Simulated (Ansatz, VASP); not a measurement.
## One calculation of Al3Ga5Sb8, two programs

Contents of INCAR:

```
PREC = Accurate
ENCUT = 520
EDIFF = 1E-6
ISMEAR = 0
SIGMA = 0.1
LREAL = Auto
LASPH = True
NELM = 60
ALGO = Normal
ISIF = 2
LWAVE = False
LCHARG = False
GGA = PS
NBANDS = 71
```

Contents of KPOINTS:

```
regular mesh
0
Gamma
  4 4 4
```

File POSCAR:

```
Al3Ga5Sb8
1.0
   -6.1210000000      6.1210000000      0.0000000000
   -6.1210000000      0.0000000000      6.1210000000
    0.0000000000      6.1210000000      6.1210000000
Al Ga Sb
3 5 8
Direct
    0.0000000000      0.0000000000      0.0000000000
    0.5000000000      0.0000000000      0.0000000000
    0.0000000000      0.5000000000      0.0000000000
    0.0000000000      0.0000000000      0.5000000000
    0.5000000000      0.5000000000      0.0000000000
    0.5000000000      0.0000000000      0.5000000000
    0.0000000000      0.5000000000      0.5000000000
    0.5000000000      0.5000000000      0.5000000000
    0.8750000000      0.8750000000      0.3750000000
    0.3750000000      0.8750000000      0.3750000000
    0.8750000000      0.3750000000      0.3750000000
    0.8750000000      0.8750000000      0.8750000000
    0.3750000000      0.3750000000      0.3750000000
    0.3750000000      0.8750000000      0.8750000000
    0.8750000000      0.3750000000      0.8750000000
    0.3750000000      0.3750000000      0.8750000000
```

Input for Ansatz:

```yaml
crystal:
  lattice:
    - [-6.121, 6.121, 0.0]
    - [-6.121, 0.0, 6.121]
    - [0.0, 6.121, 6.121]
  atoms:
    - { symbol: Al, position: [0.0, 0.0, 0.0] }
    - { symbol: Al, position: [0.5, 0.0, 0.0] }
    - { symbol: Al, position: [0.0, 0.5, 0.0] }
    - { symbol: Ga, position: [0.0, 0.0, 0.5] }
    - { symbol: Ga, position: [0.5, 0.5, 0.0] }
    - { symbol: Ga, position: [0.5, 0.0, 0.5] }
    - { symbol: Ga, position: [0.0, 0.5, 0.5] }
    - { symbol: Ga, position: [0.5, 0.5, 0.5] }
    - { symbol: Sb, position: [0.875, 0.875, 0.375] }
    - { symbol: Sb, position: [0.375, 0.875, 0.375] }
    - { symbol: Sb, position: [0.875, 0.375, 0.375] }
    - { symbol: Sb, position: [0.875, 0.875, 0.875] }
    - { symbol: Sb, position: [0.375, 0.375, 0.375] }
    - { symbol: Sb, position: [0.375, 0.875, 0.875] }
    - { symbol: Sb, position: [0.875, 0.375, 0.875] }
    - { symbol: Sb, position: [0.375, 0.375, 0.875] }
basis:
  ecutwfc: 420
kpoints:
  mp_grid: { grid: [4, 4, 4] }
hamiltonian:
  xc: pbesol
scf:
  occupations: { method: gaussian, width: 0.1 }
output:
  forces: true
  stress: true
  eigenvalues: true
```

Alike in both runs: task single point; functional PBEsol; k mesh 4 × 4 × 4; occupations gaussian, width 0.1 eV; no spin polarisation.

|  | VASP | Ansatz |
| --- | --- | --- |
| version | VASP 6.6.1 | Ansatz 0.2.0 |
| potentials or method | VASP PAW PBE potentials, release 64 (Al, Ga_d, Sb), cutoff 520 eV | scalar-relativistic, plane waves, PAW |
| valence electrons in the cell | 114 | 194 |

```tsv
	VASP	Ansatz	Ansatz less VASP
gap on the k mesh at the Fermi level (eV)	0.26	0.26	-0.006
least direct gap on the mesh (eV)	0.26	0.26	-0.006
pressure (GPa)	0.4	0.2	-0.18
rms of the force components (eV/Å)	0.044	0.036	-0.0075
```

VASP's potentials were made for PBE, not for PBEsol. Atom by atom the forces differ by 0.008 eV/Å (rms over components). VASP's potentials hold 114 valence electrons a cell and Ansatz's 194, so a difference there can come from the potentials and not from the codes.

Spin-orbit coupling is off throughout.
